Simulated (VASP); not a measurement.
# TaN (R-3m) in VASP: further runs

Runs on TaN. Level: PBEsol. Tasks: single point.

Program: VASP 6.6.1. These are calculated values, not measurements. Logs are shortened: lines on timing, memory, paths and dates and some standing lists are left out, and cuts for length are marked.

## Step 1: The cell of the first run

It takes space group R-3m (No. 166, trigonal). The conventional cell has a = 3.097 Å, b = 3.097 Å, c = 7.473 Å, α = 90.00°, β = 90.00°, γ = 120.00°. Within 2.9 Å of Ta (site symmetry -3m) lie 6 N at 2.18 Å. N (site symmetry -3m) has 6 Ta at 2.18 Å within 2.9 Å.

## Step 2: Single point, PBEsol (equal xy, yz and zx shear strains of -1 %)

The input, INCAR:

```
PREC = Accurate ; ENCUT = 520
EDIFF = 1E-6 ; ISMEAR = -1
SIGMA = 0.02 ; LREAL = F
LASPH = T ; NELM = 80
ALGO = Normal ; ISIF = 2
LWAVE = F ; LCHARG = F
GGA = PS ; NBANDS = 15
```

The input, KPOINTS:

```
Automatic mesh
0
Gamma
  9 9 9
```

The input, POSCAR:

```
TaN
1.0
   -0.0217900000      2.1681050000      2.1681050000
    2.1681050000     -0.0217900000      2.1681050000
    2.1681050000      2.1681050000     -0.0217900000
Ta N
1 1
Direct
    0.5000000000      0.5000000000      0.5000000000
    0.0000000000      0.0000000000      0.0000000000
```

Potentials or basis: VASP PAW PBE potentials, release 64 (Ta_pv, N).

On the command line:

```
> cat potpaw_PBE.64/Ta_pv/POTCAR potpaw_PBE.64/N/POTCAR > POTCAR
> mpirun -np 1 vasp_std > vasp.out
```

OUTCAR:

```text
PREC = Accurate
   ENCUT = 520
   EDIFF = 1E-6
   ISMEAR = -1
   LREAL = F
   LASPH = T
   NELM = 80
   ISIF = 2
   GGA = PS

 ion  position               nearest neighbor table
   1  0.500  0.500  0.500-   2 2.18   2 2.18   2 2.18   2 2.18   2 2.18   2 2.18
   2  0.000  0.000  0.000-   1 2.18   1 2.18   1 2.18   1 2.18   1 2.18   1 2.18

  LATTYP: Found a trigonal (rhomboedric) cell.
 ALAT       =     3.0662409211
 COS(alpha) =     0.4899250057

  Lattice vectors:

 A1 = (  -0.0217900000,   2.1681050000,   2.1681050000)
 A2 = (   2.1681050000,  -0.0217900000,   2.1681050000)
 A3 = (   2.1681050000,   2.1681050000,  -0.0217900000)

Analysis of symmetry for initial positions (statically):
=====================================================================
 Subroutine PRICEL returns:
 Original cell was already a primitive cell.

 Routine SETGRP: Setting up the symmetry group for a
 trigonal (rhombohedral) supercell.

 Subroutine GETGRP returns: Found 12 space group operations
 (whereof 12 operations were pure point group operations)
 out of a pool of 12 trial point group operations.

The static configuration has the point symmetry D_3d.

Analysis of symmetry for dynamics (positions and initial velocities):
=====================================================================
 Subroutine PRICEL returns:
 Original cell was already a primitive cell.

 Routine SETGRP: Setting up the symmetry group for a
 trigonal (rhombohedral) supercell.

 Subroutine GETGRP returns: Found 12 space group operations
 (whereof 12 operations were pure point group operations)
 out of a pool of 12 trial point group operations.

The dynamic configuration has the point symmetry D_3d.

 Subroutine INISYM returns: Found 12 space group operations
 (whereof 12 operations are pure point group operations),
 and found     1 'primitive' translations

----------------------------------------------------------------------------------------

                                     Primitive cell

  volume of cell :      20.6904

  direct lattice vectors                    reciprocal lattice vectors
    -0.021790000  2.168105000  2.168105000    -0.227168311  0.229474588  0.229474588
     2.168105000 -0.021790000  2.168105000     0.229474588 -0.227168311  0.229474588
     2.168105000  2.168105000 -0.021790000     0.229474588  0.229474588 -0.227168311

  length of vectors
     3.066240921  3.066240921  3.066240921     0.396134591  0.396134591  0.396134591

  position of ions in fractional coordinates (direct lattice)
     0.500000000  0.500000000  0.500000000
     0.000000000  0.000000000  0.000000000

  ion indices of the primitive-cell ions
   primitive index   ion index
                 1           1
                 2           2

----------------------------------------------------------------------------------------

 KPOINTS: Automatic mesh

Automatic generation of k-mesh.
 Grid dimensions read from file:
 generate k-points for:    9    9    9

 Generating k-lattice:

  Cartesian coordinates                     Fractional coordinates (reciprocal lattice)
    -0.025240923  0.025497176  0.025497176     0.111111111  0.000000000 -0.000000000
     0.025497176 -0.025240923  0.025497176     0.000000000  0.111111111 -0.000000000
     0.025497176  0.025497176 -0.025240923     0.000000000  0.000000000  0.111111111

  Length of vectors
     0.044014955  0.044014955  0.044014955

  Shift w.r.t. Gamma in fractional coordinates (k-lattice)
     0.000000000  0.000000000  0.000000000

 Subroutine IBZKPT returns following result:
 ===========================================

 Found     85 irreducible k-points:

 Following reciprocal coordinates:
            Coordinates               Weight
  0.000000  0.000000  0.000000      1.000000
  0.111111  0.000000  0.000000      6.000000
  0.222222 -0.000000 -0.000000      6.000000
  0.333333 -0.000000 -0.000000      6.000000
  0.444444 -0.000000 -0.000000      6.000000
  0.111111  0.111111 -0.000000      6.000000
[... 16 lines left out ...]
 -0.333333  0.333333  0.000000      6.000000
  0.444444  0.444444 -0.000000      6.000000
 [... further k-points ...]
   k-points           NKPTS =     85   k-points in BZ     NKDIM =     85   number of bands    NBANDS=     15
   number of dos      NEDOS =    301   number of ions     NIONS =      2
   total plane-waves  NPLWV =  13824
   dimension x,y,z NGX =    24 NGY =   24 NGZ =   24
   dimension x,y,z NGXF=    48 NGYF=   48 NGZF=   48
   ions per type =               1   1
   NGX,Y,Z   is equivalent  to a cutoff of  13.01, 13.01, 13.01 a.u.
   NGXF,Y,Z  is equivalent  to a cutoff of  26.02, 26.02, 26.02 a.u.
 SYSTEM =  unknown system
   PREC   = accura    normal or accurate (medium, high low for compatibility)
   ISTART =      0    job   : 0-new  1-cont  2-samecut
   ICHARG =      2    charge: 1-file 2-atom 10-const
   ISPIN  =      1    spin polarized calculation?
   LNONCOLLINEAR =      F non collinear calculations
   LSORBIT =      F    spin-orbit coupling
   LASPH  =      T    aspherical Exc in radial PAW
   ENCUT  =  520.0 eV  38.22 Ry    6.18 a.u.   5.70  5.70  5.70*2*pi/ulx,y,z
   NELM   =     80;   NELMIN=  2; NELMDL= -5     # of ELM steps
   EDIFF  = 0.1E-05   stopping-criterion for ELM
   LREAL  =      F    real-space projection
   EDIFFG = 0.1E-04   stopping-criterion for IOM
   NSW    =      0    number of steps for IOM
   IBRION =     -1    ionic relax: 0-MD 1-quasi-New 2-CG
   NFREE  =      0    steps in history (QN), initial steepest desc. (CG)
   ISIF   =      2    stress and relaxation
   ISYM   =      2    0-nonsym 1-usesym 2-fastsym
   POTIM  = 0.5000    time-step for ionic-motion
   TEBEG  =    0.0;   TEEND  =   0.0 temperature during run
   PSTRESS=    0.0 pullay stress
   NELECT =      16.0000    total number of electrons
   NUPDOWN=      -1.0000    fix difference up-down
   EMIN   =  10.00;   EMAX   =-10.00  energy-range for DOS
   EFERMI =   0.00;   METHOD = LEGACY
   ISMEAR =    -1;   SIGMA  =   0.02  broadening in eV -4-tet -1-fermi 0-gaus
   EFERMI_NEDOS =   21; number of points for ismear=-14 and -15
   IALGO  =     38    algorithm
   IMIX   =      4    mixing-type and parameters
     AMIX     =   0.40;   BMIX     =  1.00
     AMIX_MAG =   1.60;   BMIX_MAG =  1.00
  volume/ion in A,a.u.               =      10.35        69.81
  Fermi-wavevector in a.u.,A,eV,Ry     =   1.502652  2.839601 30.721463  2.257964
  Thomas-Fermi vector in A             =   2.613865
   LORBIT       =      0    0 simple, 1 ext, 2 COOP (PROOUT), +10 PAW based schemes
   GGA     = PS    functional components
   LHFCALC =     F    Hartree Fock is set to
   AEXX    =    0.0000 exact exchange contribution
   IVDW    =     0    specifies the selected vdW correction
   LEPSILON=     F    determine dielectric tensor
   LRPA    =     F    only Hartree local field effects (RPA)
 non-spin polarized calculation
  energy-cutoff  :      520.00
  volume of cell :       20.69
 maximum number of plane-waves:       566
   NGX = 11   NGY = 11   NGZ = 11

 number of electron      16.0000000 magnetization

 Free energy of the ion-electron system (eV)
  ---------------------------------------------------
  ext. energy  EPLUGINS =         0.00000000
  ---------------------------------------------------
  free energy    TOTEN  =       -23.20736643 eV

  energy without entropy =      -23.20587638  energy(sigma->0) =      -23.20662141

 E-fermi :   9.5664     XC(G=0): -13.7408

 val. band max:        9.5642017562   @ k =  -0.1111   0.1111   0.1111
 cond. band min:       9.5731896386   @ k =  -0.3333   0.2222   0.1111
 fundamental gap:      0.0089878824
 Fermi energy:         9.5664318932

 k-point     1 :       0.0000    0.0000    0.0000
  band No.  band energies     occupation
      1     -25.9760      2.00000
      2     -25.9760      2.00000
      3     -25.9455      2.00000
      4      -9.3466      2.00000
      5       5.7869      2.00000
      6       5.7869      2.00000
      7       5.8730      2.00000
      8       7.3974      2.00000
      9       7.3974      2.00000
     10       7.6421      2.00000
     11       9.7232      0.00079
     12       9.7232      0.00079
     13      11.4777      0.00000
     14      19.0787      0.00000
     15      22.1125      0.00000

 k-point     2 :       0.1111    0.0000    0.0000
  band No.  band energies     occupation
      1     -26.0928      2.00000
      2     -25.9856      2.00000
      3     -25.9598      2.00000
      4      -9.0330      2.00000
      5       4.4470      2.00000
      6       4.8509      2.00000
      7       4.9554      2.00000
      8       7.8581      2.00000
      9       7.9462      2.00000
     10       8.0922      2.00000
     11      10.8740      0.00000
     12      10.8745      0.00000
     13      12.3031      0.00000
     14      19.9916      0.00000
     15      22.1118      0.00000

 k-point     3 :       0.2222   -0.0000   -0.0000
  band No.  band energies     occupation
      1     -26.3840      2.00000
      2     -26.0099      2.00000
      3     -25.9885      2.00000
      4      -8.1982      2.00000
      5       2.3595      2.00000
      6       3.4886      2.00000
      7       3.6160      2.00000
      8       8.6764      2.00000
      9       8.8590      2.00000
     10       9.0600      2.00000
     11      13.1192      0.00000
     12      13.1354      0.00000
     13      13.9263      0.00000
     14      21.9191      0.00000
     15      22.1225      0.00000
[... 343 lines left out ...]
 k-point    23 :      -0.3333    0.3333    0.0000
  band No.  band energies     occupation
      1     -26.5951      2.00000
      2     -26.5461      2.00000
      3     -26.1430      2.00000
      4      -7.0640      2.00000
      5       0.9890      2.00000
      6       2.7400      2.00000
      7       2.8565      2.00000
      8       8.7281      2.00000
      9      11.6821      0.00000
     10      11.6854      0.00000
     11      13.9975      0.00000
     12      16.3261      0.00000
     13      19.4402      0.00000
     14      21.0907      0.00000
     15      21.0940      0.00000

 k-point    24 :       0.4444    0.4444   -0.0000
  band No.  band energies     occupation
      1     -26.7550      2.00000
      2     -26.2878      2.00000
      3     -26.2574      2.00000
      4      -8.0162      2.00000
      5       2.7404      2.00000
      6       4.0716      2.00000
      7       4.9282      2.00000
      8       5.0144      2.00000
      9      11.7838      0.00000
     10      13.3472      0.00000
     11      13.3573      0.00000
     12      14.3883      0.00000
     13      17.1069      0.00000
     14      19.0847      0.00000
     15      22.1285      0.00000

 [... further k-points ...]
[... 5 lines left out ...]
  --------------------------------------------------------------------------------------
  -------------------------------------------------------------------------------------
  Total        0.7039161      0.7039161      0.7039161      0.0667856      0.0667856      0.0667856
  in kB       54.5082759     54.5082759     54.5082759      5.1715938      5.1715938      5.1715938
  external PRESSURE =      54.5082759 kB  Pullay stress =       0.0000000 kB

 VOLUME and BASIS-vectors are now :
 -----------------------------------------------------------------------------
  energy-cutoff  :      520.00
  volume of cell :       20.69
      direct lattice vectors                 reciprocal lattice vectors
    -0.021790000  2.168105000  2.168105000    -0.227168311  0.229474588  0.229474588
     2.168105000 -0.021790000  2.168105000     0.229474588 -0.227168311  0.229474588
     2.168105000  2.168105000 -0.021790000     0.229474588  0.229474588 -0.227168311

 POSITION                                       TOTAL-FORCE (eV/Angst)
 -----------------------------------------------------------------------------------
      2.15721      2.15721      2.15721         0.000000     -0.000000      0.000000
      0.00000      0.00000      0.00000        -0.000000      0.000000     -0.000000
 -----------------------------------------------------------------------------------
    total drift:                                0.000000     -0.000000     -0.000000

  FREE ENERGIE OF THE ION-ELECTRON SYSTEM (eV)
  ---------------------------------------------------
  free  energy   TOTEN  =       -23.2073664303 eV

  energy  without entropy=      -23.2058763830  energy(sigma->0) =      -23.20662141
```

It took 15 s on 1 thread of Intel Xeon 6975P-C, shared host; peak memory 0.16 GiB.

Results:

* Free energy: -23.2074 eV
* Pressure: 5.5 GPa
* Band gap on the k mesh: zero (band 8 reaches 11.34 eV, above the bottom of band 9 at 7.40 eV)

Caveat: the cell differs from its parent crystal (equal xy, yz and zx shear strains of -1 %); the PAW data sets were made with another functional, which shifts forces and pressure a little; spin-orbit coupling is left out, which moves the levels of the heavy elements.

## Step 3: Single point, PBEsol (equal xy, yz and zx shear strains of +1 %)

The input, INCAR:

```
  ALGO = Normal
  EDIFF = 1E-7
  ENCUT = 520
  GGA = PS
  ISIF = 2
  ISMEAR = -1
  LASPH = T
  LCHARG = F
  LREAL = F
  LWAVE = F
  NBANDS = 15
  NELM = 60
  PREC = Accurate
  SIGMA = 0.02
```

The input, KPOINTS:

```
k-points
0
Gamma
  9 9 9
```

The input, POSCAR:

```
TaN
1.0
    0.0217900000      2.1898950000      2.1898950000
    2.1898950000      0.0217900000      2.1898950000
    2.1898950000      2.1898950000      0.0217900000
Ta N
1 1
Direct
    0.5000000000      0.5000000000      0.5000000000
    0.0000000000      0.0000000000      0.0000000000
```

Potentials or basis: VASP PAW PBE potentials, release 64 (Ta_pv, N).

On the command line:

```
> cat potpaw_PBE.64/Ta_pv/POTCAR potpaw_PBE.64/N/POTCAR > POTCAR
> mpirun -np 1 vasp_std > vasp.out
```

It took 18 s on 1 thread of Intel Xeon 6975P-C, shared host; peak memory 0.16 GiB.

It converged, with:

```yaml
Free_energy: -23.2071 eV
Pressure: 5.5 GPa
Band_gap_on_the_k_mesh: zero (band 8 reaches 11.27 eV, above the bottom of band 9 at 7.56 eV)
```

Stress tensor (GPa, compression positive):
```
 5.48 -0.76 -0.76
-0.76  5.48 -0.76
-0.76 -0.76  5.48
```

Levels at points of the mesh, in eV from the Fermi level:
```tsv
k point	band 6	band 7	band 8	band 9	band 10	band 11
(0.00, 0.00, 0.00)	-3.71	-3.71	-2.24	-1.99	-1.99	0.17
```

Caveat: the cell differs from its parent crystal (equal xy, yz and zx shear strains of +1 %); the PAW data sets were made with another functional, which shifts forces and pressure a little; spin-orbit coupling is left out, which moves the levels of the heavy elements.
